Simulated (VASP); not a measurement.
## AlGa2P3: single point with PBE

The system is AlGa2P3.

```
Al Ga P
1.0
     3.81503    0.00000    0.00000
    -1.90751    3.30391    0.00000
     0.00000    0.00000    9.34215
Al Ga P
1 2 3
Direct
  0.00000 0.00000 0.99973
  0.66667 0.33333 0.66660
  0.33333 0.66667 0.33346
  0.66667 0.33333 0.91734
  0.33333 0.66667 0.58328
  0.00000 0.00000 0.24961
```

This cell differs from its parent crystal: volume changed by -6%.

```yaml
Program: VASP 6.6.1
Task: single point
Functional: PBE
Potentials_or_basis: VASP PAW PBE potentials, release 64 (Al, Ga_d, P)
Cutoff: 500 eV
k_mesh: 6 × 6 × 2
Occupations: gaussian, width 0.01 eV
Spin: no spin polarisation
Dipole_correction: no
Further_INCAR_settings: ALGO = Normal; EDIFF = 1e-06; NBANDS = 31
```

```json
{
  "Pressure": "5.5 GPa",
  "Largest force": "0.020 eV/Å",
  "Band gap on the k mesh": "1.51 eV, indirect (least direct gap 2.14 eV)"
}
```

Forces on the atoms (eV/Å):
```
Al   0.000  0.000  0.006
Ga   0.000  0.000  0.000
Ga   0.000  0.000  0.000
P    0.000  0.000 -0.020
P    0.000  0.000  0.001
P    0.000  0.000  0.013
```

Stress tensor (GPa, compression positive):
```
5.58 0.00 0.00
0.00 5.58 0.00
0.00 0.00 5.38
```

Levels at points of the mesh, in eV from the valence-band top:
```
           k point  band 18  band 19  band 20  band 21  band 22  band 23  band 24  band 25  band 26  band 27
(0.00, 0.00, 0.00)    -0.78    -0.78    -0.03     0.00     0.00     2.14     2.15     3.05     4.09     4.09
(0.50, 0.00, 0.00)    -2.61    -2.55    -2.39    -1.60    -1.52     1.51     1.94     2.91     3.06     4.79
(0.00, 0.00, 0.50)    -1.08    -0.48    -0.48    -0.23    -0.23     2.03     2.71     3.28     4.54     4.54
(0.50, 0.00, 0.50)    -3.22    -2.35    -2.27    -1.06    -1.06     1.90     2.10     2.23     3.66     3.70
```

It took 54 s on 1 thread of Intel(R) Xeon(R) 6975P-C (Granite Rapids), on a shared host, peak memory 0.23 GiB.

 A k mesh can miss the band edges.
